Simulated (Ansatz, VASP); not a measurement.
## Two plane-wave programs on TaN

```
CELL_PARAMETERS angstrom
2.93800 0.00000 0.00000
-1.46900 2.49349 0.00000
0.00000 0.00000 2.88300
ATOMIC_POSITIONS crystal
Ta 0.33333 0.66667 0.50000
N 0.00000 0.00000 0.00000
```

Change from the starting cell: strain -0.0200 x Voigt [0, 1, 0, 0, 0, 0], atoms carried along.

Alike in both runs: task single point; functional PBEsol; k mesh 18 × 18 × 16; occupations gaussian, width 0.15 eV; no spin polarisation.

```csv
,VASP,Ansatz
version,VASP 6.6.1,Ansatz 0.2.0
potentials or method,"VASP PAW PBE potentials, release 64 (Ta_pv, N), cutoff 520 eV","scalar-relativistic, plane waves, PAW"
valence electrons in the cell,16,18
```

```tsv
	VASP	Ansatz	Ansatz less VASP
gap on the k mesh at the Fermi level (eV)	none	none	-
pressure (GPa)	3.1	2.2	-0.88
traceless stress, the component that is largest in VASP (GPa)	6.76	6.82	+0.060
rms of the force components (eV/Å)	0.029	0.027	-0.0016
```

VASP's potentials were made for PBE, not for PBEsol. Atom by atom the forces differ by 0.002 eV/Å (rms over components). A gap of «none» marks a metal or a gap that the smearing closes. With one functional, cell and mesh, what is left measures potentials, basis and numerics. VASP's potentials hold 16 valence electrons a cell and Ansatz's 18, so a difference there can come from the potentials and not from the codes.

Spin-orbit coupling is off throughout.
